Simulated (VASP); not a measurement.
Wanted: the native input for a VASP 6.6.1 run.

- Task: single point
- Functional: PBE0
- Potentials or basis: VASP PAW PBE potentials, release 64 (Si, C)
- Cutoff: 520 eV
- k mesh: 8 × 8 × 8
- Occupations: gaussian, width 0.01 eV
- Spin: no spin polarisation
- Dipole correction: no
- Grid for exact exchange (PRECFOCK): Normal
- Further INCAR settings: ALGO = Normal; EDIFF = 1e-07; NBANDS = 11

The system is SiC (zinc blende).

```
Si C
1.0
     0.00000    2.02373    2.02373
     2.02373    0.00000    2.02373
     2.02373    2.02373    0.00000
Si C
1 1
Direct
  0.00000 0.00000 0.00000
  0.25000 0.25000 0.25000
```

One way to write it, as run:

POSCAR

```
SiC
1.0
    0.0000000000      2.0237327315      2.0237327315
    2.0237327315      0.0000000000      2.0237327315
    2.0237327315      2.0237327315      0.0000000000
Si C
1 1
Direct
    0.0000000000      0.0000000000      0.0000000000
    0.2500000000      0.2500000000      0.2500000000
```

INCAR.step1

```
  PREC = Accurate
  ENCUT = 520
  EDIFF = 1E-5
  ISMEAR = 0
  SIGMA = 0.01
  LREAL = F
  LASPH = T
  NELM = 100
  ALGO = Normal
  ISIF = 2
  LWAVE = T
  LCHARG = F
  GGA = PE
  NBANDS = 11
```

INCAR.step2

```
  PREC = Accurate
  ENCUT = 520
  EDIFF = 1E-7
  ISMEAR = 0
  SIGMA = 0.01
  LREAL = F
  LASPH = T
  NELM = 100
  ALGO = Normal
  ISIF = 2
  LWAVE = F
  LCHARG = F
  GGA = PE
  LHFCALC = T
  AEXX = 0.25
  PRECFOCK = Normal
  ISTART = 1
  NBANDS = 11
```

KPOINTS

```
Automatic mesh
0
Gamma
  8 8 8
```

Potentials or basis: VASP PAW PBE potentials, release 64 (Si, C).

Command:

```sh
$ cat potpaw_PBE.64/Si/POTCAR potpaw_PBE.64/C/POTCAR > POTCAR
$ cp INCAR.step1 INCAR
$ mpirun -np 1 vasp_std > vasp.out
$ cp INCAR.step2 INCAR
$ mpirun -np 1 vasp_std > vasp.out
```

It gave:

| Item | Value |
| --- | --- |
| Pressure | 74.0 GPa |
| Band gap on the k mesh | 2.81 eV, indirect (least direct gap 6.75 eV) |

Caveat: the PAW data sets were made with another functional, which shifts forces and pressure a little.

Wall time 9.1 min on 1 thread of Intel(R) Xeon(R) Platinum 8375C CPU @ 2.90GHz (Ice Lake) (shared host), peak memory 0.15 GiB.
